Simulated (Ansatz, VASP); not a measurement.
## HfGe: VASP beside Ansatz

Contents of INCAR:

```
SYSTEM = HfGe
ALGO = Normal
EDIFF = 1E-6
ENCUT = 500
GGA = PS
GGA_COMPAT = .FALSE.
ISIF = 2
ISMEAR = 0
LASPH = .TRUE.
LCHARG = .TRUE.
LELF = .TRUE.
LREAL = .FALSE.
LVHAR = .TRUE.
LWAVE = .FALSE.
NBANDS = 19
NELM = 120
PREC = Accurate
SIGMA = 0.05
```

The input KPOINTS:

```
k-points
0
G
  6 6 6
  0 0 0
```

POSCAR

```
HfGe
1.0
    3.3015554500      0.0000000000      0.0000000000
    0.0000000000      3.3015554500      0.0000000000
    0.0000000000      0.0000000000      3.3015554500
Hf Ge
1 1
Direct
    0.0000000000      0.0000000000      0.0000000000
    0.5000000000      0.5000000000      0.5000000000
```

Input for Ansatz:

```yaml
crystal:
  lattice:
    - [3.30155545, 0.0, 0.0]
    - [0.0, 3.30155545, 0.0]
    - [0.0, 0.0, 3.30155545]
  atoms:
    - { symbol: Hf, position: [0.0, 0.0, 0.0] }
    - { symbol: Ge, position: [0.5, 0.5, 0.5] }
basis:
  ecutwfc: 420
kpoints:
  mp_grid: { grid: [6, 6, 6] }
hamiltonian:
  xc: pbesol
scf:
  occupations: { method: gaussian, width: 0.05 }
output:
  forces: true
  stress: true
  eigenvalues: true
```

Alike in both runs: task single point; functional PBEsol; k mesh 6 × 6 × 6; occupations gaussian, width 0.05 eV; no spin polarisation.

```csv
,VASP,Ansatz
version,VASP 6.6.1,Ansatz 0.2.0
potentials or method,"VASP PAW PBE potentials, release 64 (Hf_pv, Ge_d), cutoff 500 eV","scalar-relativistic, plane waves, PAW"
valence electrons in the cell,24,40
```

|  | VASP | Ansatz | Ansatz less VASP |
| --- | --- | --- | --- |
| gap on the k mesh at the Fermi level (eV) | none | none | - |
| pressure (GPa) | -0.2 | 0.1 | +0.30 |

VASP's potentials were made for PBE, not for PBEsol. A gap of «none» marks a metal or a gap that the smearing closes. VASP's potentials hold 24 valence electrons a cell and Ansatz's 40, so a difference there can come from the potentials and not from the codes.

Neither program's run includes spin-orbit coupling.
